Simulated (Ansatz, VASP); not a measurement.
Two plane-wave programs on Sc5Al

```
CELL_PARAMETERS angstrom
2.94068 0.00000 0.00000
-1.47034 2.54670 0.00000
0.00000 0.00000 14.40633
ATOMIC_POSITIONS crystal
Sc 0.00000 0.00000 0.00000
Sc 0.33333 0.66667 0.83333
Sc 0.66667 0.33333 0.66667
Sc 0.33333 0.66667 0.33333
Sc 0.66667 0.33333 0.16667
Al 0.00000 0.00000 0.50000
```

Alike in both runs: task relaxation of cell and atoms; functional PBE; k mesh 6 × 6 × 2; occupations gaussian, width 0.1 eV; no spin polarisation.

|  | VASP | Ansatz |
| --- | --- | --- |
| version | VASP 6.6.1 | Ansatz 0.2.0 |
| potentials or method | VASP PAW PBE potentials, release 64 (Sc_sv, Al), cutoff 600 eV | scalar-relativistic, plane waves, PAW |
| valence electrons in the cell | 58 | 58 |

```tsv
	VASP	Ansatz	Ansatz less VASP
gap on the k mesh at the Fermi level, each at its own relaxed structure (eV)	none	none	-
relaxed volume (Å³/atom)	23.31	23.25	-0.067
relaxed cell length with the largest relative difference (Å)	15.433	15.416	-0.0165
```

A gap of «none» marks a metal or a gap that the smearing closes.

The k mesh is coarse, so the values compare programs but aren't converged. Noted on VASP's run: the volume moved by over 15 % at a fixed basis, so the end points are rough.
